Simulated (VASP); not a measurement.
Write the native input for VASP 6.6.1 that does the following.

```yaml
Task: single point
Functional: PBE
Potentials_or_basis: VASP PAW PBE potentials, release 64 (K_sv, Cl)
Cutoff: 520 eV
k_mesh: 7 × 7 × 7
Occupations: fermi-dirac, width 0.03 eV
Spin: no spin polarisation
Dipole_correction: no
Further_INCAR_settings: ALGO = Normal; EDIFF = 1e-07; NBANDS = 15
```

The structure of KCl lies in POSCAR:

```
KCl
1.0
    0.0000000000      3.1876610000      3.1561000000
    3.1876610000      0.0000000000      3.1561000000
    3.1876610000      3.1876610000      0.0000000000
K Cl
1 1
Direct
    0.0000000000      0.0000000000      0.0000000000
    0.5000000000      0.5000000000      0.5000000000
```

This cell differs from its parent crystal: equal xx and yy strain of +1 %.

The input as run:

INCAR

```
SYSTEM = KCl
ALGO = Normal
EDIFF = 1E-7
ENCUT = 520
GGA = PE
ISIF = 2
ISMEAR = -1
LASPH = .TRUE.
LCHARG = .TRUE.
LELF = .TRUE.
LREAL = .FALSE.
LVHAR = .TRUE.
LWAVE = .FALSE.
NBANDS = 15
NELM = 100
PREC = Accurate
SIGMA = 0.03
```

KPOINTS

```
k-points
0
G
  7 7 7
  0 0 0
```

Potentials or basis: VASP PAW PBE potentials, release 64 (K_sv, Cl).

Run with:

```sh
$ cat potpaw_PBE.64/K_sv/POTCAR potpaw_PBE.64/Cl/POTCAR > POTCAR
$ mpirun -np 1 vasp_std > vasp.out
```

It gave:

```json
{
  "Pressure": "0.2 GPa",
  "Band gap on the k mesh": "5.08 eV, direct"
}
```

Caveat: the cell differs from its parent crystal (equal xx and yy strain of +1 %).

It took 48 s on 1 thread of AMD EPYC 7R43 64-Core Processor (Zen 3) (shared host), peak memory 0.17 GiB.
